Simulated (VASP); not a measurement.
# Cu16O (a cell with a defect) in VASP: single point with PBE

Aim: the single point of Cu16O (a cell with a defect) with PBE.

All numbers are computed with VASP 6.6.1; they aren't measurements. Logs are shortened: lines on timing, memory, paths and dates and some standing lists are left out, and cuts for length are marked.

## 1. The cell of the first run

The cell holds a defect, 17 atoms: a = 6.288 Å, b = 6.288 Å, c = 6.288 Å, α = 109.47°, β = 109.47°, γ = 109.47°.

## 2. Single point, PBE

The input, INCAR:

```
  PREC = Accurate
  ENCUT = 520
  EDIFF = 1E-7
  ISMEAR = 1
  SIGMA = 0.1
  LREAL = Auto
  LASPH = T
  NELM = 100
  ALGO = Normal
  ISIF = 2
  LWAVE = F
  LCHARG = F
  GGA = PE
  NBANDS = 105
```

The input, KPOINTS:

```
regular mesh
0
Gamma
  4 4 4
```

The input, POSCAR:

```
Cu16O
1.0
   -3.6303500600      3.6303500600      3.6303500600
    3.6303500600     -3.6303500600      3.6303500600
    3.6303500600      3.6303500600     -3.6303500600
Cu O
16 1
Direct
    0.0008252648      0.0006802374      0.0016592064
    0.0007007589      0.2505730811      0.7516203548
    0.0008674095      0.5005612324      0.5016063107
    0.0007492390      0.7505445632      0.2515665115
    0.2506985511      0.0005175809      0.7515860605
    0.2277948370      0.2275765384      0.5016137480
    0.2280128600      0.5007292603      0.2287209184
    0.2508650640      0.7506732009      0.0015966780
    0.5008003278      0.0007087471      0.5015930888
    0.5008683653      0.2278704495      0.2286630728
    0.5007343562      0.5006021375      0.0014329197
    0.5009687688      0.7736687795      0.7744136112
    0.7507211302      0.0005521506      0.2515895120
    0.7508052818      0.2506887724      0.0016105885
    0.7737800635      0.5007975732      0.7744622291
    0.7735612141      0.7733157832      0.5015127935
    0.5005398846      0.5003726831      0.5015227099
```

Potentials or basis: VASP PAW PBE potentials, release 64 (Cu, O).

On the command line:

```
> cat potpaw_PBE.64/Cu/POTCAR potpaw_PBE.64/O/POTCAR > POTCAR
> mpirun -np 1 vasp_std > vasp.out
```

OUTCAR:

```text
PREC = Accurate
   ENCUT = 520
   EDIFF = 1E-7
   ISMEAR = 1
   LREAL = Auto
   LASPH = T
   NELM = 100
   ISIF = 2
   GGA = PE

 ion  position               nearest neighbor table
   1  0.001  0.001  0.002-   2 2.57   5 2.57  14 2.57  13 2.57   4 2.57   8 2.57  12 2.57  15 2.57
                             6 2.57  10 2.57   7 2.57  16 2.57
   2  0.001  0.251  0.752-   7 2.45   6 2.45  15 2.45  16 2.45  14 2.57   9 2.57   1 2.57   3 2.57
                            13 2.57  11 2.57   5 2.57   8 2.57
   3  0.001  0.501  0.502-   5 2.57   8 2.57  14 2.57   2 2.57  13 2.57   4 2.57   6 2.57  15 2.57
                            10 2.57   7 2.57  16 2.57  12 2.57
   4  0.001  0.751  0.252-   6 2.45   7 2.45  15 2.45  16 2.45  14 2.57  11 2.57   5 2.57   3 2.57
                            13 2.57   1 2.57   9 2.57   8 2.57
   5  0.251  0.001  0.752-   6 2.45  10 2.45  12 2.45  16 2.45   8 2.57   1 2.57   3 2.57   4 2.57
                             2 2.57  11 2.57   9 2.57  14 2.57
   6  0.228  0.228  0.502-  17 1.98   5 2.45   4 2.45  13 2.45   2 2.45  11 2.57   9 2.57   3 2.57
                             1 2.57
   7  0.228  0.501  0.229-  17 1.98   8 2.45   4 2.45   2 2.45  14 2.45   9 2.57  11 2.57   3 2.57
                             1 2.57
   8  0.251  0.751  0.002-   7 2.45  15 2.45  10 2.45  12 2.45   5 2.57  13 2.57  11 2.57   3 2.57
                             9 2.57   1 2.57   4 2.57   2 2.57
   9  0.501  0.001  0.502-   2 2.57  13 2.57   8 2.57  14 2.57   4 2.57   5 2.57  12 2.57   6 2.57
                             7 2.57  15 2.57  10 2.57  16 2.57
  10  0.501  0.228  0.229-  17 1.98  14 2.45   5 2.45  13 2.45   8 2.45  11 2.57   3 2.57   1 2.57
                             9 2.57
  11  0.501  0.501  0.001-   8 2.57  13 2.57  14 2.57   4 2.57   2 2.57   5 2.57   6 2.57  10 2.57
                             7 2.57  15 2.57  16 2.57  12 2.57
  12  0.501  0.774  0.774-  17 1.98  14 2.45   5 2.45  13 2.45   8 2.45   1 2.57   9 2.57  11 2.57
                             3 2.57
  13  0.751  0.001  0.252-   6 2.45  16 2.45  10 2.45  12 2.45   8 2.57   9 2.57  11 2.57   3 2.57
                             2 2.57   1 2.57   4 2.57  14 2.57
  14  0.751  0.251  0.002-  10 2.45  12 2.45   7 2.45  15 2.45   4 2.57   2 2.57  11 2.57   3 2.57
                             9 2.57   1 2.57   5 2.57  13 2.57
  15  0.774  0.501  0.774-  17 1.98   8 2.45   4 2.45   2 2.45  14 2.45   1 2.57   3 2.57  11 2.57
                             9 2.57
  16  0.774  0.773  0.502-  17 1.98   4 2.45   5 2.45  13 2.45   2 2.45   3 2.57  11 2.57   1 2.57
                             9 2.57
  17  0.501  0.500  0.502-   6 1.98   7 1.98  10 1.98  15 1.98  12 1.98  16 1.98

  LATTYP: Found a body centered cubic cell.
 ALAT       =     7.2607001200

  Lattice vectors:

 A1 = (  -3.6303500600,   3.6303500600,   3.6303500600)
 A2 = (   3.6303500600,  -3.6303500600,   3.6303500600)
 A3 = (   3.6303500600,   3.6303500600,  -3.6303500600)

Analysis of symmetry for initial positions (statically):
=====================================================================
 Subroutine PRICEL returns:
 Original cell was already a primitive cell.

 Routine SETGRP: Setting up the symmetry group for a
 body centered cubic supercell.

 Subroutine GETGRP returns: Found  1 space group operations
 (whereof  1 operations were pure point group operations)
 out of a pool of 48 trial point group operations.

The static configuration has the point symmetry C_1 .

Analysis of symmetry for dynamics (positions and initial velocities):
=====================================================================
 Subroutine PRICEL returns:
 Original cell was already a primitive cell.

 Routine SETGRP: Setting up the symmetry group for a
 body centered cubic supercell.

 Subroutine GETGRP returns: Found  1 space group operations
 (whereof  1 operations were pure point group operations)
 out of a pool of 48 trial point group operations.

The dynamic configuration has the point symmetry C_1 .

 Subroutine INISYM returns: Found  1 space group operations
 (whereof  1 operations are pure point group operations),
 and found     1 'primitive' translations

----------------------------------------------------------------------------------------

                                     Primitive cell

  volume of cell :     191.3839

  direct lattice vectors                    reciprocal lattice vectors
    -3.630350060  3.630350060  3.630350060     0.000000000  0.137727765  0.137727765
     3.630350060 -3.630350060  3.630350060     0.137727765  0.000000000  0.137727765
     3.630350060  3.630350060 -3.630350060     0.137727765  0.137727765  0.000000000

  length of vectors
     6.287950753  6.287950753  6.287950753     0.194776473  0.194776473  0.194776473

[... 52 lines left out ...]
     0.034431941  0.034431941  0.000000000     0.000000000  0.000000000  0.250000000

  Length of vectors
     0.048694118  0.048694118  0.048694118

  Shift w.r.t. Gamma in fractional coordinates (k-lattice)
     0.000000000  0.000000000  0.000000000

 Subroutine IBZKPT returns following result:
 ===========================================

 Found     36 irreducible k-points:

 Following reciprocal coordinates:
            Coordinates               Weight
  0.000000  0.000000  0.000000      1.000000
  0.250000  0.000000  0.000000      2.000000
  0.000000  0.250000  0.000000      2.000000
  0.000000  0.000000  0.250000      2.000000
  0.250000  0.000000 -0.250000      2.000000
  0.250000 -0.250000  0.000000      2.000000
[... 16 lines left out ...]
  0.000000  0.500000 -0.250000      2.000000
 -0.250000  0.500000 -0.250000      2.000000
 [... further k-points ...]
   k-points           NKPTS =     36   k-points in BZ     NKDIM =     36   number of bands    NBANDS=    105
   number of dos      NEDOS =    301   number of ions     NIONS =     17
   total plane-waves  NPLWV = 110592
   dimension x,y,z NGX =    48 NGY =   48 NGZ =   48
   dimension x,y,z NGXF=    96 NGYF=   96 NGZF=   96
   ions per type =              16   1
   NGX,Y,Z   is equivalent  to a cutoff of  12.69, 12.69, 12.69 a.u.
   NGXF,Y,Z  is equivalent  to a cutoff of  25.38, 25.38, 25.38 a.u.
 SYSTEM =  unknown system
   PREC   = accura    normal or accurate (medium, high low for compatibility)
   ISTART =      0    job   : 0-new  1-cont  2-samecut
   ICHARG =      2    charge: 1-file 2-atom 10-const
   ISPIN  =      1    spin polarized calculation?
   LNONCOLLINEAR =      F non collinear calculations
   LSORBIT =      F    spin-orbit coupling
   LASPH  =      T    aspherical Exc in radial PAW
   ENCUT  =  520.0 eV  38.22 Ry    6.18 a.u.  11.69 11.69 11.69*2*pi/ulx,y,z
   NELM   =    100;   NELMIN=  2; NELMDL= -5     # of ELM steps
   EDIFF  = 0.1E-06   stopping-criterion for ELM
   LREAL  =      T    real-space projection
   EDIFFG = 0.1E-05   stopping-criterion for IOM
   NSW    =      0    number of steps for IOM
   IBRION =     -1    ionic relax: 0-MD 1-quasi-New 2-CG
   NFREE  =      0    steps in history (QN), initial steepest desc. (CG)
   ISIF   =      2    stress and relaxation
   ISYM   =      2    0-nonsym 1-usesym 2-fastsym
   POTIM  = 0.5000    time-step for ionic-motion
   TEBEG  =    0.0;   TEEND  =   0.0 temperature during run
   PSTRESS=    0.0 pullay stress
   NELECT =     182.0000    total number of electrons
   NUPDOWN=      -1.0000    fix difference up-down
   EMIN   =  10.00;   EMAX   =-10.00  energy-range for DOS
   EFERMI =   0.00;   METHOD = LEGACY
   ISMEAR =     1;   SIGMA  =   0.10  broadening in eV -4-tet -1-fermi 0-gaus
   EFERMI_NEDOS =   21; number of points for ismear=-14 and -15
   IALGO  =     38    algorithm
   IMIX   =      4    mixing-type and parameters
     AMIX     =   0.40;   BMIX     =  1.00
     AMIX_MAG =   1.60;   BMIX_MAG =  1.00
  volume/ion in A,a.u.               =      11.26        75.97
  Fermi-wavevector in a.u.,A,eV,Ry     =   1.609892  3.042255 35.262938  2.591753
  Thomas-Fermi vector in A             =   2.705530
   LORBIT       =      0    0 simple, 1 ext, 2 COOP (PROOUT), +10 PAW based schemes
   GGA     = PE    functional components
   LHFCALC =     F    Hartree Fock is set to
   AEXX    =    0.0000 exact exchange contribution
   IVDW    =     0    specifies the selected vdW correction
   LEPSILON=     F    determine dielectric tensor
   LRPA    =     F    only Hartree local field effects (RPA)
 non-spin polarized calculation
 Methfessel and Paxton  Order N= 1 SIGMA  =   0.10
  energy-cutoff  :      520.00
  volume of cell :      191.38
 maximum number of plane-waves:      5233
 NGX is ok and might be reduce to    48
   NGX = 23   NGY = 23   NGZ = 23

 number of electron     181.9999836 magnetization

 Free energy of the ion-electron system (eV)
  ---------------------------------------------------
  ext. energy  EPLUGINS =         0.00000000
  ---------------------------------------------------
  free energy    TOTEN  =       -64.09847075 eV

  energy without entropy =      -64.08676958  energy(sigma->0) =      -64.09457036

 E-fermi :   7.8711     XC(G=0): -12.8286

 val. band max:        7.8617218186   @ k =   0.2500   0.2500   0.0000
 cond. band min:       7.9678803669   @ k =   0.5000   0.5000   0.0000
 fundamental gap:      0.1061585483
 Fermi energy:         7.8711422572

 k-point     1 :       0.0000    0.0000    0.0000
  band No.  band energies     occupation
      1     -12.2225      2.00000
      2      -1.2216      2.00000
      3       0.6085      2.00000
      4       0.6088      2.00000
      5       0.6092      2.00000
      6       2.8479      2.00000
[... 2533 lines left out ...]
    102      12.9287      0.00000
    103      13.7469      0.00000

 [... further k-points ...]

 [bands above 103 left out]

------------------------ aborting loop because EDIFF is reached ----------------------------------------

  FORCE on cell =-STRESS in cart. coord.  units (eV):
  Direction    XX          YY          ZZ          XY          YZ          ZX
  --------------------------------------------------------------------------------------
  -------------------------------------------------------------------------------------
  Total       12.0173242     12.0171768     12.0101270     -0.0002650      0.0003140      0.0002679
  in kB      100.6034454    100.6022117    100.5431942     -0.0022184      0.0026290      0.0022425
  external PRESSURE =     100.5829504 kB  Pullay stress =       0.0000000 kB

 VOLUME and BASIS-vectors are now :
 -----------------------------------------------------------------------------
  energy-cutoff  :      520.00
  volume of cell :      191.38
      direct lattice vectors                 reciprocal lattice vectors
    -3.630350060  3.630350060  3.630350060     0.000000000  0.137727765  0.137727765
     3.630350060 -3.630350060  3.630350060     0.137727765  0.000000000  0.137727765
     3.630350060  3.630350060 -3.630350060     0.137727765  0.137727765  0.000000000

 POSITION                                       TOTAL-FORCE (eV/Angst)
 -----------------------------------------------------------------------------------
      0.00550      0.00655     -0.00056        -0.000090      0.000233     -0.000059
      3.63577      1.82152     -1.81643        -0.001621      0.000155      0.000093
      3.63507      0.00694     -0.00064         0.000757     -0.000589     -0.000027
      3.63529     -1.80875      1.81418         0.000519     -0.000143      0.000075
      1.82028      3.63677     -1.81652        -0.000205     -0.000274      0.001248
      1.82024      1.82183     -0.16788         0.000736     -0.000635     -0.004576
[... 9 lines left out ...]
      1.81978      1.82156      3.79504         0.002229      0.000282      0.007093
      1.82010      1.82131      1.81296        -0.002095     -0.002301      0.003377
 -----------------------------------------------------------------------------------
    total drift:                               -0.001577     -0.001925      0.001955

  FREE ENERGIE OF THE ION-ELECTRON SYSTEM (eV)
  ---------------------------------------------------
  free  energy   TOTEN  =       -64.0984707500 eV

  energy  without entropy=      -64.0867695779  energy(sigma->0) =      -64.09457036
```

Run time: 72 min. Hardware: 1 thread of Oxide Virtual Turin-like, shared host; peak memory 0.58 GiB.

Results:

| Property | Result |
| --- | --- |
| Free energy | -64.0985 eV |
| Pressure | 10.1 GPa |
| Largest force | 0.008 eV/Å |
| Band gap on the k mesh | zero (bands 91 and 92 overlap by 1.24 eV) |

Forces in eV/Å, atoms in the order of the input:
```
Cu   0.000  0.000  0.000
Cu  -0.002  0.000  0.000
Cu   0.001 -0.001  0.000
Cu   0.001  0.000  0.000
Cu   0.000  0.000  0.001
Cu   0.001 -0.001 -0.005
Cu   0.000 -0.007 -0.001
Cu   0.000 -0.001  0.000
Cu   0.000  0.000 -0.001
Cu  -0.007  0.002 -0.002
Cu   0.001  0.001 -0.001
Cu   0.007  0.001 -0.004
Cu   0.000 -0.001  0.001
Cu  -0.001  0.000  0.001
Cu  -0.001  0.007 -0.002
Cu   0.002  0.000  0.007
O   -0.002 -0.002  0.003
```

Levels at points of the mesh, in eV from the Fermi level:
```
           k point  band 87  band 88  band 89  band 90  band 91  band 92  band 93  band 94  band 95  band 96
(0.00, 0.00, 0.00)    -0.49    -0.49    -0.48    -0.48    -0.39    -0.39    -0.39     0.44     0.44     0.44
(0.50, 0.00, 0.00)    -1.23    -1.16    -0.83    -0.26     0.10     0.58     0.61     0.84     1.91     2.06
(0.00, 0.50, 0.00)    -1.23    -1.16    -0.83    -0.26     0.10     0.58     0.61     0.84     1.91     2.06
(0.00, 0.00, 0.50)    -1.23    -1.16    -0.83    -0.26     0.10     0.58     0.61     0.84     1.91     2.06
(0.50, 0.00, 0.50)    -1.23    -1.16    -0.83    -0.26     0.10     0.58     0.61     0.84     1.91     2.06
(0.50, 0.50, 0.00)    -1.23    -1.16    -0.83    -0.26     0.10     0.58     0.61     0.84     1.91     2.06
(0.00, 0.50, 0.50)    -1.23    -1.16    -0.83    -0.26     0.10     0.58     0.61     0.84     1.91     2.06
(0.50, 0.50, 0.50)    -1.53    -1.04    -1.04    -1.04    -0.57    -0.57    -0.57     2.06     3.56     4.08
```

With open d or f shells a metallic result of PBE can be an artefact of self-interaction; +U or a hybrid may open a gap.

The gap in the log of VASP goes by the Fermi energy; the results here count the filled bands.